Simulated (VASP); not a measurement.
Wanted: the native input for a VASP 6.6.1 run.

* Task: single point
* Functional: LDA
* Potentials or basis: VASP PAW LDA potentials, release 64 (Mn_pv, O)
* Cutoff: 520 eV
* k mesh: 11 × 11 × 6
* Occupations: fermi-dirac, width 0.03 eV
* Spin: collinear spin, zero start
* Starting moments: [0.0, 0.0, 0.0] μB
* Fixed moment: 0 μB
* Dipole correction: no
* Further INCAR settings: ALGO = Normal; EDIFF = 1e-06; NBANDS = 24

The structure of MnO2 lies in POSCAR:

```
MnO2
1.0
    2.8565781804      0.0000000000      0.0000000000
   -1.4282890902      2.4738692722      0.0000000000
    0.0000000000      0.0000000000      4.6013740589
Mn O
1 2
Direct
    0.0000000000      0.0000000000      0.5000000000
    0.6666666667      0.3333333333      0.2937074300
    0.3333333333      0.6666666667      0.7062925700
```

The input as run:

INCAR

```
PREC     = Accurate       # precision mode
ENCUT    = 520            # plane-wave cutoff, eV
EDIFF    = 1E-6           # SCF threshold, eV
ISMEAR   = -1             # smearing method
SIGMA    = 0.03           # smearing width, eV
LREAL    = False          # projectors in reciprocal space
LASPH    = True           # aspherical terms in the spheres
NELM     = 150            # most SCF steps
ALGO     = Normal         # electronic algorithm
ISIF     = 2              # what is computed and relaxed
LWAVE    = False          # write WAVECAR
LCHARG   = False          # write CHGCAR
ISPIN    = 2              # spin polarisation
MAGMOM   = 0 0 0          # initial moments
LORBIT   = 11             # projections on sites
NUPDOWN  = 0.0            # fixed moment
LMAXMIX  = 4              # l up to which the mixer works
GGA      = CA             # functional
NBANDS   = 24             # bands
```

KPOINTS

```
regular mesh
0
Gamma
  11 11 6
```

Potentials or basis: VASP PAW LDA potentials, release 64 (Mn_pv, O).

The run is started by

```bash
$ cat potpaw_LDA.64/Mn_pv/POTCAR potpaw_LDA.64/O/POTCAR > POTCAR
$ mpirun -np 1 vasp_std > vasp.out
```

It gave:

```
Pressure                                              : -17.4 GPa
Largest force                                         : 0.842 eV/Å
Net moment                                            : 0.00 μB per cell
Valence electrons inside the program's atomic spheres : Mn 11.84; O 4.93
```

Caveat: the cell stands under tension; the total moment is fixed, so each spin has its own Fermi level.

Wall time 2.4 min on 1 thread of Intel Xeon 8259CL, with other jobs on the host, peak memory 0.22 GiB.
